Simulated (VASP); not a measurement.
Set up this calculation in VASP 6.6.1, as the native input.

```
Task                   : single point
Functional             : PBEsol
Potentials or basis    : VASP PAW PBE potentials, release 64 (Mn_pv, Sb)
Cutoff                 : 520 eV
k mesh                 : 6 × 6 × 4
Occupations            : gaussian, width 0.1 eV
Spin                   : collinear spin, ferromagnetic start
Starting moments       : [3.02, 3.02, 4.01, 4.01, 0.0, 0.0] μB
Dipole correction      : no
Further INCAR settings : ALGO = Fast; EDIFF = 1e-06; NBANDS = 44
```

The structure of Mn2Sb lies in POSCAR:

```
Mn2Sb
1.0
    3.8655339250      0.0000000000      0.0000000000
    0.0000000000      3.8655339250      0.0000000000
    0.0000000000      0.0000000000      6.1684495844
Mn Sb
4 2
Direct
    0.0000000000      0.0000000000      0.0000000000
    0.5000000000      0.5000000000      0.0000000000
    0.5000000000      0.0000000000      0.2611781665
    0.0000000000      0.5000000000      0.7388218335
    0.5000000000      0.0000000000      0.7006183859
    0.0000000000      0.5000000000      0.2993816141
```

One way to write it, as run:

INCAR

```
ALGO = Fast ; EDIFF = 1E-6
ENCUT = 520 ; GGA = PS
ISIF = 2 ; ISMEAR = 0
ISPIN = 2 ; LASPH = T
LCHARG = T ; LELF = T
LMAXMIX = 4 ; LORBIT = 11
LREAL = F ; LVHAR = T
LWAVE = F ; MAGMOM = 3.02 3.02 4.01 4.01 0 0
NBANDS = 44 ; NELM = 150
PREC = Accurate ; SIGMA = 0.1
```

KPOINTS

```
k-points
0
Gamma
  6 6 4
```

Potentials or basis: VASP PAW PBE potentials, release 64 (Mn_pv, Sb).

Command:

```console
$ cat potpaw_PBE.64/Mn_pv/POTCAR potpaw_PBE.64/Sb/POTCAR > POTCAR
$ mpirun -np 1 vasp_std > vasp.out
```

Results of the run:

```
Pressure                                              : -1.4 GPa
Largest force                                         : 0.090 eV/Å
Net moment                                            : 8.19 μB per cell
Site moments                                          : Mn +1.66, +2.31 (each value once); Sb -0.07 μB
Valence electrons inside the program's atomic spheres : Mn 11.87, 11.79 (each value once); Sb 2.51
```

Caveat: the PAW data sets were made with another functional, which shifts forces and pressure a little; the run started ferromagnetic, and an antiferromagnetic order may lie lower in energy.

Wall time 17 min on 1 thread of AMD EPYC 7R13 Processor (Zen 3) (shared host), peak memory 0.32 GiB.
